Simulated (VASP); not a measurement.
Set up this calculation in VASP 6.6.1, as the native input.

```
Task                   : single point
Functional             : LDA
Potentials or basis    : VASP PAW LDA potentials, release 64 (Ni, O)
Cutoff                 : 520 eV
k mesh                 : 12 × 12 × 6
Occupations            : gaussian, width 0.05 eV
Spin                   : no spin polarisation
Dipole correction      : no
Further INCAR settings : ALGO = Normal; EDIFF = 1e-06; NBANDS = 18
```

The structure of NiO2 lies in POSCAR:

```
NiO2
1.0
    2.8940625823      0.0000000000      0.0000000000
   -1.4470312911      2.5063317164      0.0000000000
    0.0000000000      0.0000000000      3.8331858902
Ni O
1 2
Direct
    0.0000000000      0.0000000000      0.5000000000
    0.6666666667      0.3333333333      0.7423978784
    0.3333333333      0.6666666667      0.2576021216
```

This cell differs from its parent crystal: c/a of the conventional cell at fixed volume 1.3245.

The input as run:

INCAR

```
SYSTEM = NiO2
PREC = Accurate
ENCUT = 520
EDIFF = 1E-6
ISMEAR = 0
SIGMA = 0.05
LREAL = .False.
LASPH = .True.
NELM = 80
ALGO = Normal
ISIF = 2
LWAVE = .False.
LCHARG = .False.
GGA = CA
NBANDS = 18
```

KPOINTS

```
Automatic mesh
0
Gamma
  12 12 6
  0 0 0
```

Potentials or basis: VASP PAW LDA potentials, release 64 (Ni, O).

Launch:

```bash
$ cat potpaw_LDA.64/Ni/POTCAR potpaw_LDA.64/O/POTCAR > POTCAR
$ mpirun -np 1 vasp_std > vasp.out
```

Results of the run:

The pressure is -19.8 GPa and the largest force is 1.163 eV/Å. The band gap on the k mesh is 0.31 eV, indirect (least direct gap 0.67 eV).

Caveat: forces of over 1 eV/Å act on the atoms, so gaps and moduli don't describe the material at rest.

Wall time 39 s on 1 thread of Intel Xeon 6975P-C, on a shared host, peak memory 0.17 GiB.
